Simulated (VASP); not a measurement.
# Rh (I4/mmm) in VASP: single point with PBEsol

Aim: the single point of Rh with PBEsol.

All numbers are computed with VASP 6.6.1; they aren't measurements. Logs are shortened: lines on timing, memory, paths and dates and some standing lists are left out, and cuts for length are marked.

### 1 The cell of the first run

Symmetry: I4/mmm, No. 139, tetragonal system. Conventional cell: a = 2.673 Å, b = 2.673 Å, c = 4.063 Å, α = 90.00°, β = 90.00°, γ = 90.00°. Rh (site symmetry 4/mmm) has 12 Rh at 2.67 to 2.77 Å within 3.5 Å.

### 2 Single point, PBEsol (strain +0.0750 x Voigt [0, 1, 0, 0, 0, 0])

The input, INCAR:

```
SYSTEM = Rh
PREC = Accurate
ENCUT = 520
EDIFF = 1E-7
ISMEAR = 0
SIGMA = 0.15
LREAL = .False.
LASPH = .True.
NELM = 80
ALGO = Fast
ISIF = 2
LWAVE = .False.
LCHARG = .True.
GGA = PS
LELF = .True.
LVHAR = .True.
NBANDS = 14
```

The input, KPOINTS:

```
regular mesh
0
Gamma
  28 28 28
  0 0 0
```

The input, POSCAR:

```
Rh
1.0
    0.0000000000      2.0317463238      1.8899965803
    1.8899965803      0.0000000000      1.8899965803
    1.8899965803      2.0317463238      0.0000000000
Rh
1
Direct
    0.0000000000      0.0000000000      0.0000000000
```

Potentials or basis: VASP PAW PBE potentials, release 64 (Rh_pv).

Run with:

```console
cat potpaw_PBE.64/Rh_pv/POTCAR > POTCAR
mpirun -np 1 vasp_std > vasp.out
```

OUTCAR:

```text
SYSTEM = Rh
   PREC = Accurate
   ENCUT = 520
   EDIFF = 1E-7
   ISMEAR = 0
   LREAL = .False.
   LASPH = .True.
   NELM = 80
   ISIF = 2
   GGA = PS

 ion  position               nearest neighbor table
   1  0.000  0.000  0.000-

  LATTYP: Found a body centered tetragonal cell.
 ALAT       =     2.6728587967
 C/A-ratio  =     1.5202795795

  Lattice vectors:

 A1 = (   0.0000000000,  -2.0317463238,   1.8899965803)
 A2 = (   0.0000000000,  -2.0317463238,  -1.8899965803)
 A3 = (   1.8899965803,   2.0317463238,   0.0000000000)

Analysis of symmetry for initial positions (statically):
=====================================================================
 Subroutine PRICEL returns:
 Original cell was already a primitive cell.

 Routine SETGRP: Setting up the symmetry group for a
 body centered tetragonal supercell.

 Subroutine GETGRP returns: Found 16 space group operations
 (whereof 16 operations were pure point group operations)
 out of a pool of 16 trial point group operations.

The static configuration has the point symmetry D_4h.

Analysis of symmetry for dynamics (positions and initial velocities):
=====================================================================
 Subroutine PRICEL returns:
 Original cell was already a primitive cell.

 Routine SETGRP: Setting up the symmetry group for a
 body centered tetragonal supercell.

 Subroutine GETGRP returns: Found 16 space group operations
 (whereof 16 operations were pure point group operations)
 out of a pool of 16 trial point group operations.

The dynamic configuration has the point symmetry D_4h.

 Subroutine INISYM returns: Found 16 space group operations
 (whereof 16 operations are pure point group operations),
 and found     1 'primitive' translations

----------------------------------------------------------------------------------------

                                     Primitive cell

  volume of cell :      14.5151

  direct lattice vectors                    reciprocal lattice vectors
     0.000000000  2.031746324  1.889996580    -0.264550743  0.246093715  0.264550743
     1.889996580  0.000000000  1.889996580     0.264550743 -0.246093715  0.264550743
     1.889996580  2.031746324  0.000000000     0.264550743  0.246093715 -0.264550743

  length of vectors
     2.774901836  2.672858797  2.774901836     0.447812804  0.447812804  0.447812804

  position of ions in fractional coordinates (direct lattice)
     0.000000000  0.000000000  0.000000000

  ion indices of the primitive-cell ions
   primitive index   ion index
                 1           1

----------------------------------------------------------------------------------------

 KPOINTS: regular mesh

Automatic generation of k-mesh.
 Grid dimensions read from file:
 generate k-points for:   28   28   28

 Generating k-lattice:

  Cartesian coordinates                     Fractional coordinates (reciprocal lattice)
    -0.009448241  0.008789061  0.009448241     0.035714286  0.000000000  0.000000000
     0.009448241 -0.008789061  0.009448241     0.000000000  0.035714286  0.000000000
     0.009448241  0.008789061 -0.009448241     0.000000000  0.000000000  0.035714286

  Length of vectors
     0.015993314  0.015993314  0.015993314

  Shift w.r.t. Gamma in fractional coordinates (k-lattice)
     0.000000000  0.000000000  0.000000000

 Subroutine IBZKPT returns following result:
 ===========================================

 Found   1639 irreducible k-points:

 Following reciprocal coordinates:
            Coordinates               Weight
  0.000000  0.000000  0.000000      1.000000
  0.035714  0.000000  0.000000      8.000000
  0.071429  0.000000  0.000000      8.000000
  0.107143  0.000000 -0.000000      8.000000
  0.142857  0.000000 -0.000000      8.000000
  0.178571  0.000000 -0.000000      8.000000
[... 16 lines left out ...]
  0.285714  0.035714  0.000000     16.000000
  0.321429  0.035714  0.000000     16.000000
 [... further k-points ...]
   k-points           NKPTS =   1639   k-points in BZ     NKDIM =   1639   number of bands    NBANDS=     14
   number of dos      NEDOS =    301   number of ions     NIONS =      1
   total plane-waves  NPLWV =  11520
   dimension x,y,z NGX =    24 NGY =   20 NGZ =   24
   dimension x,y,z NGXF=    48 NGYF=   40 NGZF=   48
   ions per type =               1
   NGX,Y,Z   is equivalent  to a cutoff of  14.38, 12.44, 14.38 a.u.
   NGXF,Y,Z  is equivalent  to a cutoff of  28.76, 24.88, 28.76 a.u.
 SYSTEM =  Rh
   PREC   = accura    normal or accurate (medium, high low for compatibility)
   ISTART =      0    job   : 0-new  1-cont  2-samecut
   ICHARG =      2    charge: 1-file 2-atom 10-const
   ISPIN  =      1    spin polarized calculation?
   LNONCOLLINEAR =      F non collinear calculations
   LSORBIT =      F    spin-orbit coupling
   LASPH  =      T    aspherical Exc in radial PAW
   ENCUT  =  520.0 eV  38.22 Ry    6.18 a.u.   5.16  4.97  5.16*2*pi/ulx,y,z
   NELM   =     80;   NELMIN=  2; NELMDL= -5     # of ELM steps
   EDIFF  = 0.1E-06   stopping-criterion for ELM
   LREAL  =      F    real-space projection
   EDIFFG = 0.1E-05   stopping-criterion for IOM
   NSW    =      0    number of steps for IOM
   IBRION =     -1    ionic relax: 0-MD 1-quasi-New 2-CG
   NFREE  =      0    steps in history (QN), initial steepest desc. (CG)
   ISIF   =      2    stress and relaxation
   ISYM   =      2    0-nonsym 1-usesym 2-fastsym
   POTIM  = 0.5000    time-step for ionic-motion
   TEBEG  =    0.0;   TEEND  =   0.0 temperature during run
   PSTRESS=    0.0 pullay stress
   NELECT =      15.0000    total number of electrons
   NUPDOWN=      -1.0000    fix difference up-down
   EMIN   =  10.00;   EMAX   =-10.00  energy-range for DOS
   EFERMI =   0.00;   METHOD = LEGACY
   ISMEAR =     0;   SIGMA  =   0.15  broadening in eV -4-tet -1-fermi 0-gaus
   EFERMI_NEDOS =   21; number of points for ismear=-14 and -15
   IALGO  =     68    algorithm
   IMIX   =      4    mixing-type and parameters
     AMIX     =   0.40;   BMIX     =  1.00
     AMIX_MAG =   1.60;   BMIX_MAG =  1.00
  volume/ion in A,a.u.               =      14.52        97.95
  Fermi-wavevector in a.u.,A,eV,Ry     =   1.655127  3.127737 37.272433  2.739447
  Thomas-Fermi vector in A             =   2.743277
   LORBIT       =      0    0 simple, 1 ext, 2 COOP (PROOUT), +10 PAW based schemes
   GGA     = PS    functional components
   LHFCALC =     F    Hartree Fock is set to
   AEXX    =    0.0000 exact exchange contribution
   IVDW    =     0    specifies the selected vdW correction
   LEPSILON=     F    determine dielectric tensor
   LRPA    =     F    only Hartree local field effects (RPA)
 non-spin polarized calculation
 RMM-DIIS sequential band-by-band and
 Gauss-broadening in eV      SIGMA  =   0.15
  energy-cutoff  :      520.00
  volume of cell :       14.52
 maximum number of plane-waves:       402
 NGX is ok and might be reduce to    24
   NGX = 11   NGY =  9   NGZ = 11

 number of electron      14.9999998 magnetization

 Free energy of the ion-electron system (eV)
  ---------------------------------------------------
  ext. energy  EPLUGINS =         0.00000000
  ---------------------------------------------------
  free energy    TOTEN  =        -8.05148995 eV

  energy without entropy =       -8.03465189  energy(sigma->0) =       -8.04307092

 E-fermi :  10.7773     XC(G=0): -13.8697

 val. band max:       10.7768340412   @ k =   0.1786   0.5000   0.1071
 cond. band min:      10.7773856126   @ k =   0.3571   0.0000   0.3571
 fundamental gap:      0.0005515713
 Fermi energy:        10.7773032937

 k-point     1 :       0.0000    0.0000    0.0000
  band No.  band energies     occupation
      1     -35.4727      2.00000
      2     -35.4358      2.00000
      3     -35.4358      2.00000
      4       3.1319      2.00000
      5       7.4547      2.00000
      6       8.2229      2.00000
      7       8.2229      2.00000
      8       9.3979      2.00000
      9      10.3098      1.99999
     10      26.8321      0.00000
     11      30.6098      0.00000
     12      31.3262      0.00000
     13      32.5716      0.00000
     14      32.5716      0.00000

 k-point     2 :       0.0357    0.0000    0.0000
  band No.  band energies     occupation
      1     -35.4759      2.00000
      2     -35.4420      2.00000
      3     -35.4365      2.00000
      4       3.1813      2.00000
      5       7.4654      2.00000
      6       8.2091      2.00000
      7       8.2416      2.00000
      8       9.3927      2.00000
      9      10.2944      1.99999
     10      26.8996      0.00000
     11      30.5873      0.00000
     12      31.3259      0.00000
     13      32.3358      0.00000
     14      32.6412      0.00000

 k-point     3 :       0.0714    0.0000    0.0000
  band No.  band energies     occupation
      1     -35.4889      2.00000
      2     -35.4568      2.00000
      3     -35.4384      2.00000
      4       3.3271      2.00000
      5       7.4920      2.00000
      6       8.1730      2.00000
      7       8.2954      2.00000
      8       9.3819      2.00000
      9      10.2512      2.00000
     10      27.0919      0.00000
     11      30.3774      0.00000
     12      31.3256      0.00000
     13      31.9616      0.00000
     14      32.8465      0.00000
[... 324 lines left out ...]
 k-point    23 :       0.2857    0.0357    0.0000
  band No.  band energies     occupation
      1     -35.8096      2.00000
      2     -35.5334      2.00000
      3     -35.4683      2.00000
      4       5.0891      2.00000
      5       7.9059      2.00000
      6       7.9743      2.00000
      7       8.6078      2.00000
      8      10.0799      2.00000
      9      10.3116      1.99999
     10      24.6756      0.00000
     11      27.9259      0.00000
     12      31.3273      0.00000
     13      33.2189      0.00000
     14      35.5404      0.00000

 k-point    24 :       0.3214    0.0357    0.0000
  band No.  band energies     occupation
      1     -35.8751      2.00000
      2     -35.5454      2.00000
      3     -35.4743      2.00000
      4       5.2016      2.00000
      5       7.8393      2.00000
      6       8.4130      2.00000
      7       8.5355      2.00000
      8      10.3647      1.99990
      9      10.5517      1.96660
     10      23.4792      0.00000
     11      27.5351      0.00000
     12      31.3273      0.00000
     13      32.9717      0.00000
     14      34.8252      0.00000

 [... further k-points ...]

------------------------ aborting loop because EDIFF is reached ----------------------------------------

  FORCE on cell =-STRESS in cart. coord.  units (eV):
  Direction    XX          YY          ZZ          XY          YZ          ZX
  --------------------------------------------------------------------------------------
  -------------------------------------------------------------------------------------
  Total       -1.0593642     -2.4780536     -1.0593642     -0.0000000     -0.0000000      0.0000000
  in kB     -116.9322596   -273.5267226   -116.9322596     -0.0000000     -0.0000000      0.0000000
  external PRESSURE =    -169.1304139 kB  Pullay stress =       0.0000000 kB

 VOLUME and BASIS-vectors are now :
 -----------------------------------------------------------------------------
  energy-cutoff  :      520.00
  volume of cell :       14.52
      direct lattice vectors                 reciprocal lattice vectors
     0.000000000  2.031746324  1.889996580    -0.264550743  0.246093715  0.264550743
     1.889996580  0.000000000  1.889996580     0.264550743 -0.246093715  0.264550743
     1.889996580  2.031746324  0.000000000     0.264550743  0.246093715 -0.264550743

 POSITION                                       TOTAL-FORCE (eV/Angst)
 -----------------------------------------------------------------------------------
      0.00000      0.00000      0.00000         0.000000      0.000000     -0.000000
 -----------------------------------------------------------------------------------
    total drift:                                0.000000     -0.000000      0.000000

  FREE ENERGIE OF THE ION-ELECTRON SYSTEM (eV)
  ---------------------------------------------------
  free  energy   TOTEN  =        -8.0514899521 eV

  energy  without entropy=       -8.0346518855  energy(sigma->0) =       -8.04307092
```

It took 1.9 min on 1 thread of Intel Xeon 6975P-C (Granite Rapids), shared host; peak memory 0.39 GiB.

What came out:

- Free energy: -8.0515 eV
- Pressure: -16.9 GPa
- Band gap on the k mesh: zero (an odd number of electrons rules out a gap without spin polarisation)

Stress tensor (GPa, compression positive):
```
-11.69   0.00   0.00
  0.00 -27.35   0.00
  0.00   0.00 -11.69
```

Caveat: the cell differs from its parent crystal (strain +0.0750 x Voigt [0, 1, 0, 0, 0, 0]); the cell stands under tension; the PAW data sets were made with another functional, which shifts forces and pressure a little.
